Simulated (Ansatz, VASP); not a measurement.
SiO2: VASP beside Ansatz

```
CELL_PARAMETERS angstrom
-2.46216 2.46216 3.64369
2.46216 -2.46216 3.64369
2.46216 2.46216 -3.64369
ATOMIC_POSITIONS crystal
Si 0.00000 0.00000 0.00000
Si 0.75000 0.25000 0.50000
O 0.97437 0.62500 0.84937
O 0.37500 0.22437 0.34937
O 0.77563 0.12500 0.15063
O 0.87500 0.02563 0.65063
```

Alike in both runs: functional LDA; k mesh 8 × 8 × 8; occupations gaussian, width 0.02 eV; no spin polarisation.

Ansatz relaxed the structure, and its values are those at the end. VASP's run is a single point on that final structure, the one shown.

```csv
,VASP,Ansatz
version,VASP 6.6.1,Ansatz 0.2.0
potentials or method,"VASP PAW LDA potentials, release 64 (Si, O), cutoff 600 eV","scalar-relativistic, plane waves, PAW"
valence electrons in the cell,32,32
```

|  | VASP | Ansatz | Ansatz less VASP |
| --- | --- | --- | --- |
| gap on the k mesh at the Fermi level (eV) | 5.77 | 5.77 | -0.001 |
| least direct gap on the mesh (eV) | 5.77 | 5.77 | -0.001 |
| pressure (GPa) | 0.3 | 0.0 | -0.30 |
| rms of the force components (eV/Å) | 0.011 | 0.000 | -0.0108 |

LDA's correlation is that of Perdew and Zunger in VASP and of Perdew and Wang (1992) in Ansatz.
